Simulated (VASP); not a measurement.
# ScBi3: single point with PBE

ScBi3:

```xyz
4
Lattice="-2.3151 2.3151 5.4107 2.3151 -2.3151 5.4107 2.3151 2.3151 -5.4107" Properties=species:S:1:pos:R:3 pbc="T T T"
Sc    0.0000    0.0000    0.0000
Bi    0.0000    2.3151    2.7053
Bi    2.3151    0.0000    2.7053
Bi    0.0000    0.0000    5.4107
```

```yaml
Program: VASP 6.6.1
Task: single point
Functional: PBE
Potentials_or_basis: VASP PAW PBE potentials, release 64 (Sc_sv, Bi_d)
Cutoff: 520 eV
k_mesh: 1 × 5 × 3
Occupations: methfessel-paxton, width 0.047 eV
Spin: no spin polarisation
```

```yaml
Pressure: -2.1 GPa
Largest_force: 0.750 eV/Å
Band_gap_on_the_k_mesh: zero (bands 28 and 29 overlap by 0.67 eV)
```

Forces in eV/Å, atoms in the order of the input:
```
Sc   0.000  0.000  0.000
Bi   0.634  0.371  0.149
Bi  -0.634 -0.371 -0.149
Bi   0.000  0.000  0.000
```

Stress tensor (GPa, compression positive):
```
-1.06 -0.31  2.32
-0.31 -0.65 -1.61
 2.32 -1.61 -4.56
```

Levels at points of the mesh, in eV from the Fermi level:
| k point | band 26 | band 27 | band 28 | band 29 | band 30 | band 31 |
| --- | --- | --- | --- | --- | --- | --- |
| (0.00, 0.00, 0.00) | -1.50 | -1.17 | -1.04 | 0.72 | 0.92 | 0.95 |

Wall time 68 s on 1 thread of AMD EPYC 7R43 64-Core Processor (Zen 3), with other jobs on the host, peak memory 0.26 GiB.

Caveat: the k points lie up to 1.00 Å⁻¹ apart, too coarse for converged energies and pressures of a metal; spin-orbit coupling is left out, which moves the levels of the heavy elements.
